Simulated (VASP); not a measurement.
# V (Fd-3m) in VASP: further runs, part 2 of 2

VASP 6.6.1.

### Step 3. Single point, PBE

This run uses another cell than the first one, of 18.68 Å³/atom.

POSCAR reads:

```
V
1.0
    0.0000000000      2.6533235747      2.6533235747
    2.6533235747      0.0000000000      2.6533235747
    2.6533235747      2.6533235747      0.0000000000
V
2
Direct
   -0.1250000000     -0.1250000000     -0.1250000000
    0.1250000000      0.1250000000      0.1250000000
```

INCAR.step1 reads:

```
PREC = Accurate
ENCUT = 520
EDIFF = 1E-7
ISMEAR = -1
SIGMA = 0.08
LREAL = False
LASPH = True
NELM = 60
ALGO = Normal
ISIF = 2
LWAVE = False
LCHARG = True
LMAXMIX = 4
GGA = PE
NBANDS = 20
```

KPOINTS.step1 reads:

```
Automatic mesh
0
Gamma
  14 14 14
```

INCAR.step2 reads:

```
PREC = Accurate
ENCUT = 520
EDIFF = 1E-7
ISMEAR = -5
SIGMA = 0.08
LREAL = False
LASPH = True
NELM = 60
ALGO = Normal
ISIF = 2
LWAVE = False
LCHARG = False
LMAXMIX = 4
GGA = PE
LORBIT = 11
NBANDS = 20
NEDOS = 2001
ICHARG = 11
```

KPOINTS.step2 reads:

```
Automatic mesh
0
Gamma
  21 21 21
```

Potentials or basis: VASP PAW PBE potentials, release 64 (V_sv).

On the command line:

```console
> cat potpaw_PBE.64/V_sv/POTCAR > POTCAR
> cp INCAR.step1 INCAR
> cp KPOINTS.step1 KPOINTS
> mpirun -np 1 vasp_std > vasp.out
> cp INCAR.step2 INCAR
> cp KPOINTS.step2 KPOINTS
> mpirun -np 1 vasp_std > vasp.out
```

OUTCAR:

```text
PREC = Accurate
   ENCUT = 520
   EDIFF = 1E-7
   ISMEAR = -5
   LREAL = False
   LASPH = True
   NELM = 60
   ISIF = 2
   GGA = PE
   LORBIT = 11
   ICHARG = 11

 ion  position               nearest neighbor table
   1  0.875  0.875  0.875-   2 2.30   2 2.30   2 2.30   2 2.30
   2  0.125  0.125  0.125-   1 2.30   1 2.30   1 2.30   1 2.30

  LATTYP: Found a face centered cubic cell.
 ALAT       =     5.3066471494

  Lattice vectors:

 A1 = (   0.0000000000,   2.6533235747,   2.6533235747)
 A2 = (   2.6533235747,   0.0000000000,   2.6533235747)
 A3 = (   2.6533235747,   2.6533235747,   0.0000000000)

Analysis of symmetry for initial positions (statically):
=====================================================================
 Subroutine PRICEL returns:
 Original cell was already a primitive cell.

 Routine SETGRP: Setting up the symmetry group for a
 face centered cubic supercell.

 Subroutine GETGRP returns: Found 48 space group operations
 (whereof 12 operations were pure point group operations)
 out of a pool of 48 trial point group operations.

The static configuration has the point symmetry D_3d.
 The point group associated with its full space group is O_h .

Analysis of symmetry for dynamics (positions and initial velocities):
=====================================================================
 Subroutine PRICEL returns:
 Original cell was already a primitive cell.

 Routine SETGRP: Setting up the symmetry group for a
 face centered cubic supercell.

 Subroutine GETGRP returns: Found 48 space group operations
 (whereof 12 operations were pure point group operations)
 out of a pool of 48 trial point group operations.

The dynamic configuration has the point symmetry D_3d.
 The point group associated with its full space group is O_h .

 Subroutine INISYM returns: Found 48 space group operations
[... 120 lines left out ...]
  volume/ion in A,a.u.               =      18.68       126.06
  Fermi-wavevector in a.u.,A,eV,Ry     =   1.450772  2.741561 28.636705  2.104738
  Thomas-Fermi vector in A             =   2.568345
   LORBIT       =     11    0 simple, 1 ext, 2 COOP (PROOUT), +10 PAW based schemes
   GGA     = PE    functional components
   LHFCALC =     F    Hartree Fock is set to
   AEXX    =    0.0000 exact exchange contribution
   IVDW    =     0    specifies the selected vdW correction
   LEPSILON=     F    determine dielectric tensor
   LRPA    =     F    only Hartree local field effects (RPA)
 non-spin polarized calculation
 Fermi weights with tetrahedron method with Bloechl corrections
  energy-cutoff  :      520.00
  volume of cell :       37.36
 maximum number of plane-waves:      1022

 number of electron      26.0000013 magnetization

 Free energy of the ion-electron system (eV)
  ---------------------------------------------------
  ext. energy  EPLUGINS =         0.00000000
  ---------------------------------------------------
  free energy    TOTEN  =       -13.19179657 eV

  energy without entropy =      -13.19179657  energy(sigma->0) =      -13.19179657

 E-fermi :   6.1972     XC(G=0): -10.8580

 val. band max:        6.2051312893   @ k =  -0.3810   0.2381   0.0000
 cond. band min:       6.1740001825   @ k =   0.4762   0.2857   0.0476
 fundamental gap:     -0.0311311068
 Fermi energy:         6.1971961764

 k-point     1 :       0.0000    0.0000    0.0000
  band No.  band energies     occupation
      1     -57.5111      2.00000
      2     -56.9020      2.00000
      3     -31.5649      2.00000
      4     -31.5649      2.00000
      5     -31.5649      2.00000
      6     -30.7291      2.00000
[... 541 lines left out ...]
     19       9.7258      0.00000
     20      11.2582      0.00000

 [... further k-points ...]

------------------------ aborting loop because EDIFF is reached ----------------------------------------

  FORCE on cell =-STRESS in cart. coord.  units (eV):
  Direction    XX          YY          ZZ          XY          YZ          ZX
  --------------------------------------------------------------------------------------
  -------------------------------------------------------------------------------------
  Total        0.2684287      0.2684287      0.2684287      0.0000000      0.0000000      0.0000000
  in kB       11.5116863     11.5116863     11.5116863      0.0000000      0.0000000      0.0000000
  external PRESSURE =      11.5116863 kB  Pullay stress =       0.0000000 kB

 VOLUME and BASIS-vectors are now :
 -----------------------------------------------------------------------------
  energy-cutoff  :      520.00
  volume of cell :       37.36
      direct lattice vectors                 reciprocal lattice vectors
     0.000000000  2.653323575  2.653323575    -0.188442904  0.188442904  0.188442904
     2.653323575  0.000000000  2.653323575     0.188442904 -0.188442904  0.188442904
     2.653323575  2.653323575  0.000000000     0.188442904  0.188442904 -0.188442904

 POSITION                                       TOTAL-FORCE (eV/Angst)
 -----------------------------------------------------------------------------------
      4.64332      4.64332      4.64332         0.000000      0.000000      0.000000
      0.66333      0.66333      0.66333        -0.000000     -0.000000     -0.000000
 -----------------------------------------------------------------------------------
    total drift:                                0.000000     -0.000000     -0.000000

  FREE ENERGIE OF THE ION-ELECTRON SYSTEM (eV)
  ---------------------------------------------------
  free  energy   TOTEN  =       -13.1917965658 eV

  energy  without entropy=      -13.1917965658  energy(sigma->0) =      -13.19179657

 total charge

# of ion       s       p       d       tot
------------------------------------------
    1        2.369   6.068   3.384  11.821
    2        2.369   6.068   3.384  11.821
--------------------------------------------------
tot          4.737  12.136   6.769  23.642
```

OUTCAR.step1:

```text
PREC = Accurate
   ENCUT = 520
   EDIFF = 1E-7
   ISMEAR = -1
   LREAL = False
[... 775 lines left out ...]
      4.64332      4.64332      4.64332         0.000000      0.000000      0.000000
      0.66333      0.66333      0.66333        -0.000000     -0.000000     -0.000000
 -----------------------------------------------------------------------------------
    total drift:                                0.000000     -0.000000     -0.000000

  FREE ENERGIE OF THE ION-ELECTRON SYSTEM (eV)
  ---------------------------------------------------
  free  energy   TOTEN  =       -13.2458258405 eV

  energy  without entropy=      -13.1383071984  energy(sigma->0) =      -13.19206652
```

OSZICAR.step1:

```text
N       E                     dE             d eps       ncg     rms          rms(c)
DAV:   1     0.332058417139E+03    0.33206E+03   -0.16575E+04  4184   0.143E+03
DAV:   2    -0.515189153873E+01   -0.33721E+03   -0.33186E+03  4236   0.474E+02
DAV:   3    -0.139483537593E+02   -0.87965E+01   -0.85878E+01  4984   0.934E+01
DAV:   4    -0.140541024803E+02   -0.10575E+00   -0.10535E+00  4480   0.979E+00
DAV:   5    -0.140553273962E+02   -0.12249E-02   -0.12248E-02  4660   0.114E+00    0.176E+01
DAV:   6    -0.132585451335E+02    0.79678E+00   -0.61262E+00  4784   0.205E+01    0.386E+00
DAV:   7    -0.132451017260E+02    0.13443E-01   -0.17506E-01  4424   0.404E+00    0.320E+00
DAV:   8    -0.132459088017E+02   -0.80708E-03   -0.47879E-03  4576   0.709E-01    0.106E-01
DAV:   9    -0.132458242856E+02    0.84516E-04   -0.47556E-04  4640   0.209E-01    0.359E-02
DAV:  10    -0.132458254734E+02   -0.11877E-05   -0.46108E-05  4580   0.441E-02    0.796E-03
DAV:  11    -0.132458250086E+02    0.46473E-06   -0.44041E-07  3744   0.717E-03    0.144E-03
DAV:  12    -0.132458259206E+02   -0.91195E-06   -0.20543E-07  3304   0.276E-03    0.631E-04
DAV:  13    -0.132458258405E+02    0.80057E-07   -0.11667E-08  2216   0.132E-03
   1 F= -.13245826E+02 E0= -.13192067E+02  d E =-.107519E+00
```

It took 4.5 min on 1 thread of Intel Xeon 8259CL, shared host; peak memory 0.28 GiB.

Results:

```
Valence electrons inside the program's atomic spheres : V 11.82
```

Levels at points of the mesh, in eV from the Fermi level:
```
           k point  band 11  band 12  band 13  band 14  band 15  band 16
(0.00, 0.00, 0.00)    -1.07    -0.56    -0.56    -0.56     1.49     1.49
```

Caveat: tetrahedron occupations give inexact forces and stress in metals.
